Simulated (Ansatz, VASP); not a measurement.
Two plane-wave programs on Ga

POSCAR

```
Ga
1.0
    2.7408712373      0.0000000000      0.0000000000
    0.0000000000      3.2372572885      0.0000000000
   -1.3252743986      0.0000000000      3.9363439549
Ga
2
Direct
    0.1345962700      0.7500000000      0.7701668300
    0.8654037300      0.2500000000      0.2298331700
```

The input INCAR.step1:

```
SYSTEM = Ga
PREC = Accurate
ENCUT = 520
ISMEAR = -1
SIGMA = 0.05
LREAL = .FALSE.
LASPH = .TRUE.
NELM = 60
NBANDS = 20
GGA = PE
ALGO = Normal
EDIFF = 1E-4
LWAVE = .TRUE.
LCHARG = .FALSE.
```

File INCAR.step2:

```
SYSTEM = Ga
PREC = Accurate
ENCUT = 520
EDIFF = 1E-6
ISMEAR = -1
SIGMA = 0.05
LREAL = .FALSE.
LASPH = .TRUE.
NELM = 60
ALGO = Normal
ISIF = 2
LWAVE = .FALSE.
LCHARG = .TRUE.
METAGGA = R2SCAN
LMIXTAU = .TRUE.
LELF = .TRUE.
LVHAR = .TRUE.
NBANDS = 20
ISTART = 1
```

Contents of KPOINTS:

```
Automatic mesh
0
G
  10 8 7
  0 0 0
```

input.yaml

```yaml
crystal:
  lattice:
    - [2.7408712373, 0.0, 0.0]
    - [0.0, 3.2372572885, 0.0]
    - [-1.3252743986, 0.0, 3.9363439549]
  atoms:
    - { symbol: Ga, position: [0.13459627, 0.75, 0.77016683] }
    - { symbol: Ga, position: [0.86540373, 0.25, 0.22983317] }
hamiltonian:
  xc: r2scan
  pseudopotentials: { kind: paw }
kpoints:
  mp_grid: { grid: [10, 8, 7] }
scf:
  occupations: { method: fermi_dirac, width: 0.05 }
output:
  forces: true
  stress: true
  eigenvalues: true
```

Alike in both runs: task single point; functional r2SCAN; k mesh 10 × 8 × 7; occupations fermi-dirac, width 0.05 eV; no spin polarisation.

|  | VASP | Ansatz |
| --- | --- | --- |
| version | VASP 6.6.1 | Ansatz 0.2.0 |
| potentials or method | VASP PAW PBE potentials, release 64 (Ga_d) | Ansatz PAW |
| plane-wave cutoff (eV) | 520 | 500 |
| valence electrons in the cell | 26 | 26 |

VASP gave:

```
gap on the k mesh at the Fermi level (eV)                     : none
pressure (GPa)                                                : 2.6
traceless stress, the component that is largest in VASP (GPa) : 0.93
rms of the force components (eV/Å)                            : 0.045
```

Task: Estimate Ansatz's values.

Result: gap on the k mesh at the Fermi level (eV): none; pressure (GPa): 2.6; traceless stress, the component that is largest in VASP (GPa): 0.90; rms of the force components (eV/Å): 0.039.

VASP's potentials were made for PBE, not for r2SCAN. Atom by atom the forces differ by 0.010 eV/Å (rms over components). A gap of «none» marks a metal or a gap that the smearing closes.
